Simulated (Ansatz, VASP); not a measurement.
## PtS2: VASP beside Ansatz

Contents of INCAR:

```
PREC     = Accurate       # precision mode
ENCUT    = 520            # plane-wave cutoff, eV
EDIFF    = 1E-6           # SCF threshold, eV
ISMEAR   = 0              # smearing method
SIGMA    = 0.05           # smearing width, eV
LREAL    = F              # projectors in reciprocal space
LASPH    = T              # aspherical terms in the spheres
NELM     = 80             # most SCF steps
ALGO     = Normal         # electronic algorithm
ISIF     = 2              # what is computed and relaxed
LWAVE    = F              # write WAVECAR
LCHARG   = T              # write CHGCAR
LDIPOL   = T            
IDIPOL   = 3            
DIPOL    = 0.5 0.5 0.392
GGA      = PE             # functional
IVDW     = 12             # dispersion correction
LELF     = T              # ELF
LVHAR    = T            
LVACPOTAV= T            
NBANDS   = 31             # bands
```

File KPOINTS:

```
Automatic mesh
0
Gamma
  9 9 1
```

File POSCAR:

```
PtS2
1.0
    3.5415269801      0.0000000000      0.0000000000
   -1.7707634901      3.0670523330      0.0000000000
    0.0000000000      0.0000000000     22.4670671688
S Pt
4 2
Direct
    0.6666666667      0.3333333333      0.2002931654
    0.3333333333      0.6666666667      0.3108342327
    0.5000000000      1.0000000000      0.4728491487
    0.8333333333      0.6666666667      0.5833902160
    0.0000000000      0.0000000000      0.2555636990
    1.1666666667      1.3333333333      0.5281196824
```

Input for Ansatz:

```yaml
crystal:
  lattice:
    - [3.5415269801, 0.0, 0.0]
    - [-1.7707634901, 3.067052333, 0.0]
    - [0.0, 0.0, 22.4670671688]
  atoms:
    - { symbol: S, position: [0.6666666667, 0.3333333333, 0.2002931654] }
    - { symbol: Pt, position: [0.0, 0.0, 0.255563699] }
    - { symbol: S, position: [0.3333333333, 0.6666666667, 0.3108342327] }
    - { symbol: S, position: [0.5, 1.0, 0.4728491487] }
    - { symbol: Pt, position: [1.1666666667, 1.3333333333, 0.5281196824] }
    - { symbol: S, position: [0.8333333333, 0.6666666667, 0.583390216] }
basis:
  ecutwfc: 420
kpoints:
  mp_grid: { grid: [9, 9, 1] }
hamiltonian:
  xc: pbe
  pseudopotentials: { kind: paw, azcp: { folder: soft_1 } }
  dispersion: d3bj
scf:
  occupations: { method: gaussian, width: 0.05 }
output:
  forces: true
  eigenvalues: true
efield:
  axis: 3
  dipole_correction: true
  ramp_width: 0.04
```

Alike in both runs: task single point; functional PBE; dispersion D3(BJ); k mesh 9 × 9 × 1; occupations gaussian, width 0.05 eV; no spin polarisation.

|  | VASP | Ansatz |
| --- | --- | --- |
| version | VASP 6.6.1 | Ansatz 0.2.0 |
| potentials or method | VASP PAW PBE potentials, release 64 (S, Pt), cutoff 520 eV | scalar-relativistic, plane waves, PAW |
| valence electrons in the cell | 44 | 60 |

VASP gave:

- gap on the k mesh at the Fermi level (eV): 1.51
- least direct gap on the mesh (eV): 1.61
- rms of the force components (eV/Å): 0.025

**Question.** What did Ansatz give for the same quantities?

**Answer.** gap on the k mesh at the Fermi level (eV): 1.51; least direct gap on the mesh (eV): 1.61; rms of the force components (eV/Å): 0.024.

VASP's potentials hold 44 valence electrons a cell and Ansatz's 60, so a difference there can come from the potentials and not from the codes.

Spin-orbit coupling is off throughout.
